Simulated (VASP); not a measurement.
Here is a VASP 6.6.1 calculation.

Contents of POSCAR:

```
LiF
1.0
    0.0000000000      1.8453482987      2.3989527883
    1.8453482987      0.0000000000      2.3989527883
    1.8453482987      1.8453482987      0.0000000000
Li F
1 1
Direct
    0.0000000000      0.0000000000      0.0000000000
    0.5000000000      0.5000000000      0.5000000000
```

Contents of INCAR.step1:

```
SYSTEM = LiF
PREC = Accurate
ENCUT = 520
ISMEAR = 0
SIGMA = 0.05
LREAL = .False.
LASPH = .True.
NELM = 60
NBANDS = 12
GGA = PE
ALGO = Normal
EDIFF = 1E-4
LWAVE = .True.
LCHARG = .False.
```

The input INCAR.step2:

```
SYSTEM = LiF
PREC = Accurate
ENCUT = 520
EDIFF = 1E-6
ISMEAR = 0
SIGMA = 0.05
LREAL = .False.
LASPH = .True.
NELM = 60
ALGO = Normal
ISIF = 2
LWAVE = .False.
LCHARG = .False.
METAGGA = R2SCAN
LMIXTAU = .True.
NBANDS = 12
ISTART = 1
```

File KPOINTS:

```
Automatic mesh
0
Gamma
  12 12 12
  0 0 0
```

Potentials or basis: VASP PAW PBE potentials, release 64 (Li_sv, F).

Run with:

```bash
$ cat potpaw_PBE.64/Li_sv/POTCAR potpaw_PBE.64/F/POTCAR > POTCAR
$ cp INCAR.step1 INCAR
$ mpirun -np 1 vasp_std > vasp.out
$ cp INCAR.step2 INCAR
$ mpirun -np 1 vasp_std > vasp.out
```

Problem. Predict the band gap on the k mesh.

Solution. 9.70 eV (least direct gap 9.88 eV).

 A k mesh can miss the band edges.
